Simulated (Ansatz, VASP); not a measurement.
Two plane-wave programs on BaZrO3

```
CELL_PARAMETERS angstrom
4.22681 0.00000 0.00000
0.00000 4.22681 0.00000
0.00000 0.00000 4.22681
ATOMIC_POSITIONS crystal
Ba 0.00000 0.00000 0.00000
Zr 0.50000 0.50000 0.50000
O 0.50000 0.00000 0.50000
O 0.50000 0.50000 0.00000
O 0.00000 0.50000 0.50000
```

Alike in both runs: task single point; functional PBE; k mesh 4 × 4 × 4; occupations gaussian, width 0.1 eV; no spin polarisation.

|  | VASP | Ansatz |
| --- | --- | --- |
| version | VASP 6.6.1 | Ansatz 0.2.0 |
| potentials or method | VASP PAW PBE potentials, release 64 (Ba_sv, Zr_sv, O_h), cutoff 910 eV | scalar-relativistic, plane waves, PAW |
| valence electrons in the cell | 40 | 40 |

VASP gave:

| Property | Result |
| --- | --- |
| gap on the k mesh at the Fermi level (eV) | 3.13 |
| least direct gap on the mesh (eV) | 3.38 |

**Question.** What did Ansatz give for the same quantities?

**Answer.** gap on the k mesh at the Fermi level (eV): 3.17; least direct gap on the mesh (eV): 3.40.

Spin-orbit coupling is off throughout. Noted on VASP's run: the cutoff is short for stress, so the pressure is rough.
